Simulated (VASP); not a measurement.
Write the native input for VASP 6.6.1 that does the following.

| Quantity | Value |
| --- | --- |
| Task | single point |
| Functional | HSE06 |
| Potentials or basis | VASP PAW PBE potentials, release 64 (Co) |
| Cutoff | 520 eV |
| k mesh | 6 × 6 × 6 |
| Occupations | fermi-dirac, width 0.1 eV |
| Spin | no spin polarisation |
| Dipole correction | no |
| Grid for exact exchange (PRECFOCK) | Normal |
| Further INCAR settings | ALGO = Normal; EDIFF = 1e-06; NBANDS = 10 |
| Share of exact exchange | 0.25 |
| Screening parameter | 0.2079 1/Å |

Crystal: Co.

```
Co
1.0
     0.00000    1.67772    1.67772
     1.67772    0.00000    1.67772
     1.67772    1.67772    0.00000
Co
1
Direct
  0.00000 0.00000 0.00000
```

This isn't the form of Co at room conditions, which is hcp.

The input as run:

POSCAR

```
Co
1.0
    0.0000000000      1.6777157252      1.6777157252
    1.6777157252      0.0000000000      1.6777157252
    1.6777157252      1.6777157252      0.0000000000
Co
1
Direct
    0.0000000000      0.0000000000      0.0000000000
```

INCAR.step1

```
  ALGO = Normal
  EDIFF = 1E-5
  ENCUT = 520
  GGA = PE
  ISIF = 2
  ISMEAR = -1
  LASPH = True
  LCHARG = False
  LREAL = False
  LWAVE = True
  NBANDS = 10
  NELM = 100
  PREC = Accurate
  SIGMA = 0.1
```

INCAR.step2

```
  ALGO = Normal
  EDIFF = 1E-6
  ENCUT = 520
  GGA = PE
  HFSCREEN = 0.2079
  ISIF = 2
  ISMEAR = -1
  ISTART = 1
  LASPH = True
  LCHARG = False
  LHFCALC = True
  LREAL = False
  LWAVE = False
  NBANDS = 10
  NELM = 100
  PREC = Accurate
  PRECFOCK = Normal
  SIGMA = 0.1
```

KPOINTS

```
k-points
0
Gamma
  6 6 6
```

Potentials or basis: VASP PAW PBE potentials, release 64 (Co).

The run is started by

```sh
$ cat potpaw_PBE.64/Co/POTCAR > POTCAR
$ cp INCAR.step1 INCAR
$ mpirun -np 1 vasp_std > vasp.out
$ cp INCAR.step2 INCAR
$ mpirun -np 1 vasp_std > vasp.out
```

It gave:

The pressure is 17.8 GPa and the band gap on the k mesh is zero (an odd number of electrons rules out a gap without spin polarisation).

Caveat: the k points lie up to 0.54 Å⁻¹ apart, too coarse for converged energies and pressures of a metal; the PAW data sets were made with another functional, which shifts forces and pressure a little; the run has no spin polarisation, though such a crystal can be magnetic.

It took 8.7 min on 1 thread of Intel Xeon 8259CL, on a shared host, peak memory 0.22 GiB.
